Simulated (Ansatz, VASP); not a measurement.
Si: VASP beside Ansatz

```xyz
4
Lattice="2.5539 2.5539 0.0000 -2.5539 2.5539 0.0000 0.0000 0.0000 5.1078" Properties=species:S:1:pos:R:3 pbc="T T T"
Si   -1.2770    1.2770    1.2770
Si    0.0000    0.0000    2.5539
Si    1.2770    1.2770    3.8309
Si    0.0000    2.5539    0.0000
```

Alike in both runs: task single point; functional PBEsol; k mesh 10 × 10 × 8; occupations gaussian, width 0.02 eV; no spin polarisation.

```csv
,VASP,Ansatz
version,VASP 6.6.1,Ansatz 0.2.0
potentials or method,"VASP PAW PBE potentials, release 64 (Si), cutoff 520 eV","scalar-relativistic, plane waves, PAW"
valence electrons in the cell,16,16
```

```tsv
	VASP	Ansatz	Ansatz less VASP
gap on the k mesh at the Fermi level (eV)	0.06	0.07	+0.008
least direct gap on the mesh (eV)	0.16	0.17	+0.009
pressure (GPa)	25.7	25.5	-0.22
```

VASP's potentials were made for PBE, not for PBEsol. With one functional, cell and mesh, what is left measures potentials, basis and numerics.
